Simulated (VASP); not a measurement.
A run of VASP 6.6.1 is set up as follows.

Contents of INCAR:

```
PREC     = Accurate       # precision mode
ENCUT    = 500            # plane-wave cutoff, eV
EDIFF    = 1E-6           # SCF threshold, eV
ISMEAR   = -1             # smearing method
SIGMA    = 0.05           # smearing width, eV
LREAL    = False          # projectors in reciprocal space
LASPH    = True           # aspherical terms in the spheres
NELM     = 120            # most SCF steps
ALGO     = Normal         # electronic algorithm
ISIF     = 2              # what is computed and relaxed
LWAVE    = False          # write WAVECAR
LCHARG   = False          # write CHGCAR
GGA      = PE             # functional
IVDW     = 12             # dispersion correction
NBANDS   = 16             # bands
GGA_COMPAT= False
```

KPOINTS

```
regular mesh
0
Gamma
  8 8 8
```

Contents of POSCAR:

```
AgBr
1.0
    0.0000000000      2.8891581698      2.8891581698
    2.8891581698      0.0000000000      2.8891581698
    2.8891581698      2.8891581698      0.0000000000
Ag Br
1 1
Direct
    0.0000000000      0.0000000000      0.0000000000
    0.5000000000      0.5000000000      0.5000000000
```

Potentials or basis: VASP PAW PBE potentials, release 64 (Ag, Br).

Run with:

```bash
$ cat potpaw_PBE.64/Ag/POTCAR potpaw_PBE.64/Br/POTCAR > POTCAR
$ mpirun -np 1 vasp_std > vasp.out
```

**Question.** Predict the pressure.

**Answer.** -1.1 GPa.

**Question.** What does it give for the band gap on the k mesh?

**Answer.** 0.68 eV, indirect (least direct gap 2.54 eV).

**Question.** Estimate the dispersion energy per atom.

**Answer.** -0.358 eV.

A k mesh can miss the band edges.
